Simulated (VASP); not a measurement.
# ZrSi3 (Pm-3m) in VASP: a series of runs, part 2 of 2

VASP 6.6.1. Earlier steps stand in the parts before.

### 4 Single point, PBE (15.56 Å³/atom)

This run uses another cell than the first one, of 15.56 Å³/atom.

Input file INCAR:

```
SYSTEM = ZrSi3
PREC     = Accurate       ! precision mode
ENCUT    = 520            ! plane-wave cutoff, eV
EDIFF    = 1E-6           ! SCF threshold, eV
ISMEAR   = 0              ! smearing method
SIGMA    = 0.05           ! smearing width, eV
LREAL    = .False.        ! projectors in reciprocal space
LASPH    = .True.         ! aspherical terms in the spheres
NELM     = 60             ! most SCF steps
ALGO     = Normal         ! electronic algorithm
ISIF     = 2              ! what is computed and relaxed
LWAVE    = .False.        ! write WAVECAR
LCHARG   = .True.         ! write CHGCAR
GGA      = PE             ! functional
LELF     = .True.         ! ELF
LVHAR    = .True.       
NBANDS   = 20             ! bands
```

Input file KPOINTS:

```
regular mesh
0
Gamma
  8 8 8
  0 0 0
```

Input file POSCAR:

```
ZrSi3
1.0
    3.9631644248      0.0000000000      0.0000000000
    0.0000000000      3.9631644248      0.0000000000
    0.0000000000      0.0000000000      3.9631644248
Zr Si
1 3
Direct
    0.0000000000      0.0000000000      0.0000000000
    0.0000000000      0.5000000000      0.5000000000
    0.5000000000      0.5000000000      0.0000000000
    0.5000000000      0.0000000000      0.5000000000
```

Potentials or basis: VASP PAW PBE potentials, release 64 (Zr_sv, Si).

Command:

```sh
$ cat potpaw_PBE.64/Zr_sv/POTCAR potpaw_PBE.64/Si/POTCAR > POTCAR
$ mpirun -np 1 vasp_std > vasp.out
```

OUTCAR:

```text
SYSTEM = ZrSi3
   PREC = Accurate
   ENCUT = 520
   EDIFF = 1E-6
   ISMEAR = 0
   LREAL = .False.
   LASPH = .True.
   NELM = 60
   ISIF = 2
   GGA = PE

 ion  position               nearest neighbor table
   1  0.000  0.000  0.000-   2 2.80   3 2.80   4 2.80   2 2.80   4 2.80   2 2.80   3 2.80   2 2.80
                             3 2.80   4 2.80   4 2.80   3 2.80
   2  0.000  0.500  0.500-   1 2.80   3 2.80   4 2.80   1 2.80   3 2.80   1 2.80   4 2.80   1 2.80
                             3 2.80   4 2.80   3 2.80   4 2.80
   3  0.500  0.500  0.000-   1 2.80   2 2.80   4 2.80   2 2.80   4 2.80   1 2.80   4 2.80   4 2.80
                             1 2.80   2 2.80   2 2.80   1 2.80
   4  0.500  0.000  0.500-   1 2.80   2 2.80   3 2.80   1 2.80   3 2.80   2 2.80   3 2.80   3 2.80
                             1 2.80   2 2.80   1 2.80   2 2.80

  LATTYP: Found a simple cubic cell.
 ALAT       =     3.9631644248

  Lattice vectors:

 A1 = (   3.9631644248,   0.0000000000,   0.0000000000)
 A2 = (   0.0000000000,   3.9631644248,   0.0000000000)
 A3 = (   0.0000000000,   0.0000000000,   3.9631644248)

Analysis of symmetry for initial positions (statically):
=====================================================================
 Subroutine PRICEL returns:
 Original cell was already a primitive cell.
[... 179 lines left out ...]
 fundamental gap:      0.0510791603
 Fermi energy:        10.9207050334

 k-point     1 :       0.0000    0.0000    0.0000
  band No.  band energies     occupation
      1     -38.3703      2.00000
      2     -16.4849      2.00000
      3     -16.4849      2.00000
      4     -16.4849      2.00000
      5      -2.2242      2.00000
      6       4.9276      2.00000
[... 541 lines left out ...]
     19      16.3355      0.00000
     20      17.3146      0.00000

 [... further k-points ...]

------------------------ aborting loop because EDIFF is reached ----------------------------------------

  FORCE on cell =-STRESS in cart. coord.  units (eV):
  Direction    XX          YY          ZZ          XY          YZ          ZX
  --------------------------------------------------------------------------------------
  -------------------------------------------------------------------------------------
  Total        0.9473982      0.9473982      0.9473982      0.0000000     -0.0000000      0.0000000
  in kB       24.3846686     24.3846686     24.3846686      0.0000000     -0.0000000      0.0000000
  external PRESSURE =      24.3846686 kB  Pullay stress =       0.0000000 kB

 VOLUME and BASIS-vectors are now :
 -----------------------------------------------------------------------------
  energy-cutoff  :      520.00
  volume of cell :       62.25
      direct lattice vectors                 reciprocal lattice vectors
     3.963164425  0.000000000  0.000000000     0.252323621  0.000000000  0.000000000
     0.000000000  3.963164425  0.000000000     0.000000000  0.252323621  0.000000000
     0.000000000  0.000000000  3.963164425     0.000000000  0.000000000  0.252323621

 POSITION                                       TOTAL-FORCE (eV/Angst)
 -----------------------------------------------------------------------------------
      0.00000      0.00000      0.00000         0.000000      0.000000      0.000000
      0.00000      1.98158      1.98158         0.000000      0.000000      0.000000
      1.98158      1.98158      0.00000         0.000000      0.000000      0.000000
      1.98158      0.00000      1.98158         0.000000      0.000000      0.000000
 -----------------------------------------------------------------------------------
    total drift:                               -0.000000     -0.000000      0.000000

  FREE ENERGIE OF THE ION-ELECTRON SYSTEM (eV)
  ---------------------------------------------------
  free  energy   TOTEN  =       -25.3245021430 eV

  energy  without entropy=      -25.3225277291  energy(sigma->0) =      -25.32351494
```

OSZICAR:

```text
N       E                     dE             d eps       ncg     rms          rms(c)
DAV:   1     0.118143131402E+03    0.11814E+03   -0.11448E+04  1400   0.111E+03
DAV:   2    -0.196475973433E+02   -0.13779E+03   -0.13458E+03  1664   0.253E+02
DAV:   3    -0.260927322436E+02   -0.64451E+01   -0.63673E+01  2276   0.442E+01
DAV:   4    -0.262767737512E+02   -0.18404E+00   -0.18381E+00  1868   0.615E+00
DAV:   5    -0.262801443635E+02   -0.33706E-02   -0.33705E-02  1972   0.860E-01    0.177E+01
DAV:   6    -0.253832308377E+02    0.89691E+00   -0.26850E+00  1628   0.938E+00    0.730E+00
DAV:   7    -0.253343670856E+02    0.48864E-01   -0.21206E-01  1856   0.240E+00    0.299E+00
DAV:   8    -0.253246436459E+02    0.97234E-02   -0.29349E-02  1864   0.935E-01    0.323E-01
DAV:   9    -0.253244820003E+02    0.16165E-03   -0.25105E-03  1824   0.325E-01    0.121E-01
DAV:  10    -0.253245053291E+02   -0.23329E-04   -0.19555E-04  2016   0.100E-01    0.563E-02
DAV:  11    -0.253245014417E+02    0.38875E-05   -0.15286E-05  1720   0.310E-02    0.722E-03
DAV:  12    -0.253245021430E+02   -0.70132E-06   -0.20743E-06  1324   0.107E-02
   1 F= -.25324502E+02 E0= -.25323515E+02  d E =-.197441E-02
```

stdout:

```text
POSCAR found type information on POSCAR ZrSi
 POSCAR found :  2 types and       4 ions
 scaLAPACK will be used
 LDA part: xc-table for (Slater+PW92), standard interpolation
 POSCAR, INCAR and KPOINTS ok, starting setup
 FFT: planning ... GRIDC
 FFT: planning ... GRID_SOFT
 FFT: planning ... GRID
 WAVECAR not read
 entering main loop
```

Run time: 49 s. Hardware: 1 thread of AMD EPYC 7R13, shared host; peak memory 0.16 GiB.

What came out:

- Free energy: -25.3245 eV
- Pressure: 2.4 GPa
- Band gap on the k mesh: zero (bands 12 and 13 overlap by 2.46 eV)

### 5 Single point, PBE (16.07 Å³/atom)

This run uses another cell than the first one, of 16.07 Å³/atom.

Input file INCAR:

```
SYSTEM = ZrSi3
PREC = Accurate
ENCUT = 520
EDIFF = 1E-6
ISMEAR = 0
SIGMA = 0.05
LREAL = .FALSE.
LASPH = .TRUE.
NELM = 60
ALGO = Normal
ISIF = 2
LWAVE = .FALSE.
LCHARG = .FALSE.
GGA = PE
NBANDS = 20
```

Input file KPOINTS:

```
regular mesh
0
G
  8 8 8
  0 0 0
```

Input file POSCAR:

```
ZrSi3
1.0
    4.0056399565      0.0000000000      0.0000000000
    0.0000000000      4.0056399565      0.0000000000
    0.0000000000      0.0000000000      4.0056399565
Zr Si
1 3
Direct
    0.0000000000      0.0000000000      0.0000000000
    0.0000000000      0.5000000000      0.5000000000
    0.5000000000      0.5000000000      0.0000000000
    0.5000000000      0.0000000000      0.5000000000
```

Command:

```sh
$ cat potpaw_PBE.64/Zr_sv/POTCAR potpaw_PBE.64/Si/POTCAR > POTCAR
$ mpirun -np 1 vasp_std > vasp.out
```

It took 48 s on 1 thread of AMD EPYC 7R13, shared host; peak memory 0.16 GiB.

The run converged. Its results:

- Free energy: -25.3315 eV
- Pressure: -1.3 GPa
- Band gap on the k mesh: zero (bands 12 and 13 overlap by 2.36 eV)

Levels at points of the mesh, in eV from the Fermi level:
| k point | band 8 | band 9 | band 10 | band 11 | band 12 | band 13 | band 14 | band 15 | band 16 | band 17 |
| --- | --- | --- | --- | --- | --- | --- | --- | --- | --- | --- |
| (0.00, 0.00, 0.00) | -4.00 | -4.00 | -4.00 | -0.23 | -0.23 | -0.23 | 0.57 | 2.04 | 2.04 | 2.04 |
| (0.50, 0.00, 0.00) | -4.27 | -3.83 | -3.71 | -0.96 | -0.96 | -0.10 | 0.22 | 0.46 | 2.59 | 2.59 |
| (0.50, 0.50, 0.00) | -6.44 | -3.01 | -3.01 | -1.07 | -0.99 | 0.73 | 0.73 | 1.07 | 1.27 | 3.51 |
| (0.50, 0.50, 0.50) | -6.68 | -4.69 | -4.69 | -4.69 | 0.49 | 1.68 | 1.68 | 3.33 | 3.33 | 3.33 |

### 6 Single point, PBE (15.88 Å³/atom)

This run uses another cell than the first one, of 15.88 Å³/atom.

Input file INCAR:

```
PREC = Accurate
ENCUT = 520
EDIFF = 1E-7
ISMEAR = 0
SIGMA = 0.05
LREAL = False
LASPH = True
NELM = 100
ALGO = Normal
ISIF = 2
LWAVE = False
LCHARG = True
GGA = PE
LELF = True
LVHAR = True
NBANDS = 20
```

Input file KPOINTS:

```
regular mesh
0
Gamma
  8 8 8
```

Input file POSCAR:

```
ZrSi3
1.0
    3.9899433751      0.0000000000      0.0000000000
    0.0000000000      3.9899433751      0.0000000000
    0.0000000000      0.0000000000      3.9899433751
Zr Si
1 3
Direct
    0.0000000000      0.0000000000      0.0000000000
    0.0000000000      0.5000000000      0.5000000000
    0.5000000000      0.5000000000      0.0000000000
    0.5000000000      0.0000000000      0.5000000000
```

Potentials or basis: VASP PAW PBE potentials, release 64 (Zr_sv, Si).

Command:

```sh
$ cat potpaw_PBE.64/Zr_sv/POTCAR potpaw_PBE.64/Si/POTCAR > POTCAR
$ mpirun -np 1 vasp_std > vasp.out
```

Run time: 68 s. Hardware: 1 thread of AMD EPYC 7R13, shared host; peak memory 0.16 GiB.

The run converged. Its results:

```
Free energy            : -25.3344 eV
Pressure               : 0.0 GPa
Band gap on the k mesh : zero (bands 12 and 13 overlap by 2.40 eV)
```

Levels at points of the mesh, in eV from the Fermi level:
```tsv
k point	band 8	band 9	band 10	band 11	band 12	band 13	band 14	band 15	band 16	band 17
(0.00, 0.00, 0.00)	-4.03	-4.03	-4.03	-0.24	-0.24	-0.24	0.55	2.06	2.06	2.06
(0.50, 0.00, 0.00)	-4.31	-3.89	-3.67	-0.96	-0.96	-0.12	0.22	0.49	2.63	2.63
(0.50, 0.50, 0.00)	-6.49	-3.05	-3.05	-1.09	-0.99	0.75	0.75	1.08	1.30	3.59
(0.50, 0.50, 0.50)	-6.75	-4.72	-4.72	-4.72	0.51	1.70	1.70	3.39	3.39	3.39
```

### 7 Summary

| cell | gap on the mesh (eV) | pressure (GPa) |
| --- | --- | --- |
| a = 3.915 Å, 4 atoms | none | 7.3 |
| a = 3.936 Å, 4 atoms | none | 5.1 |
| a = 3.963 Å, 4 atoms | none | 2.4 |
| a = 4.006 Å, 4 atoms | none | -1.3 |
| a = 3.990 Å, 4 atoms | none | 0.0 |

Alike in all rows: task single point; level PBE; potentials or basis VASP PAW PBE potentials, release 64 (Zr_sv, Si); no spin polarisation; k mesh 8 × 8 × 8; cutoff (eV) 520; smearing gaussian 0.05 eV.

Caveats: the cell stands under pressure (at least some runs).

Absolute energies hang on the potentials; compare differences alone.
